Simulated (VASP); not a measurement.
Input of a VASP 6.6.1 run:

INCAR

```
PREC = Accurate
ENCUT = 600
EDIFF = 1E-8
ISMEAR = -1
SIGMA = 0.1
LREAL = False
LASPH = True
NELM = 120
ALGO = Normal
ISIF = 2
LWAVE = False
LCHARG = True
GGA = PE
NBANDS = 13
IBRION = 8
NSW = 1
GGA_COMPAT = False
```

File KPOINTS:

```
regular mesh
0
Gamma
  4 4 4
```

Contents of POSCAR:

```
O
1.0
    0.0000000000      2.2023400000      2.2023400000
    2.2023400000      0.0000000000      2.2023400000
    2.2023400000      2.2023400000      0.0000000000
O
2
Direct
    0.0000000000      0.0000000000      0.0000000000
    0.2500000000      0.2500000000      0.2500000000
```

Potentials or basis: VASP PAW PBE potentials, release 64 (O).

Command:

```bash
$ cat potpaw_PBE.64/O/POTCAR > POTCAR
$ mpirun -np 1 vasp_std > vasp.out
```

(1) What does it give for the highest phonon frequency at Γ?

(2) Predict the most unstable mode.

Results:

(1) 0 cm⁻¹.

(2) 1045i cm⁻¹.

Caveat: the k points lie up to 0.62 Å⁻¹ apart; some modes are imaginary.
